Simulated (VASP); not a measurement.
Here is a VASP 6.6.1 calculation.

The input INCAR:

```
SYSTEM = Al12Cl
  PREC = Accurate
  ENCUT = 520
  EDIFF = 1E-6
  ISMEAR = 0
  SIGMA = 0.1
  LREAL = .FALSE.
  LASPH = .TRUE.
  NELM = 100
  ALGO = Normal
  ISIF = 2
  LWAVE = .FALSE.
  LCHARG = .FALSE.
  LDIPOL = .TRUE.
  IDIPOL = 3
  DIPOL = 0.5 0.5 0.331
  GGA = PE
  NBANDS = 34
```

KPOINTS

```
Automatic mesh
0
G
  6 6 1
  0 0 0
```

Contents of POSCAR:

```
Al12Cl
1.0
    5.7143028096      0.0000000000      0.0000000000
   -2.8571514048      4.9487313980      0.0000000000
    0.0000000000      0.0000000000     20.1016424764
Al Cl
12 1
Direct
    0.3333333333      0.1666666667      0.1989887147
    0.3333333333      0.6666666667      0.1989887147
    0.8333333333      0.1666666667      0.1989887147
    0.8333333333      0.6666666667      0.1989887147
    0.1666666667      0.3333333333      0.3134533099
    0.1666666667      0.8333333333      0.3134533099
    0.6666666667      0.3333333333      0.3134533099
    0.6666666667      0.8333333333      0.3134533099
    0.0000000000      0.0000000000      0.4279074452
    0.0000000000      0.5000000000      0.4279074452
    0.5000000000      0.0000000000      0.4279074452
    0.5000000000      0.5000000000      0.4279074452
    0.0000000000      0.0833333333      0.5379372015
```

Potentials or basis: VASP PAW PBE potentials, release 64 (Al, Cl).

Command:

```bash
$ cat potpaw_PBE.64/Al/POTCAR potpaw_PBE.64/Cl/POTCAR > POTCAR
$ mpirun -np 1 vasp_std > vasp.out
```

(1) What does it give for the band gap on the k mesh?

(2) Predict the largest force.

Results:

(1) zero (an odd number of electrons rules out a gap without spin polarisation).

(2) 0.693 eV/Å.
